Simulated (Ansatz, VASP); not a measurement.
## CdIn2O4 in VASP and in Ansatz

```
Cd In O
1.0
     0.00000    4.61102    4.61102
     4.61102    0.00000    4.61102
     4.61102    4.61102    0.00000
Cd In O
2 4 8
Direct
  0.75000 0.75000 0.75000
  0.50000 0.50000 0.50000
  0.62500 0.12500 0.12500
  0.12500 0.12500 0.12500
  0.12500 0.62500 0.12500
  0.12500 0.12500 0.62500
  0.36175 0.36175 0.36175
  0.33524 0.88825 0.88825
  0.88825 0.88825 0.33524
  0.88825 0.33524 0.88825
  0.36175 0.36175 0.91476
  0.36175 0.91476 0.36175
  0.88825 0.88825 0.88825
  0.91476 0.36175 0.36175
```

Alike in both runs: task electric field gradients; functional PBE; k mesh 5 × 5 × 5; occupations fermi-dirac, width 0.001 eV; no spin polarisation.

```csv
,VASP,Ansatz
version,VASP 6.6.1,Ansatz 0.2.0
potentials or method,"VASP PAW PBE potentials, release 64 (Cd, In_d, O)","plane-wave PAW, scalar-relativistic"
plane-wave cutoff (eV),520,420
valence electrons in the cell,124,140
```

```csv
,VASP,Ansatz,Ansatz less VASP
gap on the k mesh at the Fermi level (eV),1.04,1.04,+0.007
pressure (GPa),5.1,4.4,-0.70
rms of the force components (eV/Å),0.074,0.089,+0.0148
size of Vzz on the site where it differs most (V/Å²),54.4,51.3,-3.11
```

Atom by atom the forces differ by 0.015 eV/Å (rms over components). VASP's potentials hold 124 valence electrons a cell and Ansatz's 140, so a difference there can come from the potentials and not from the codes.
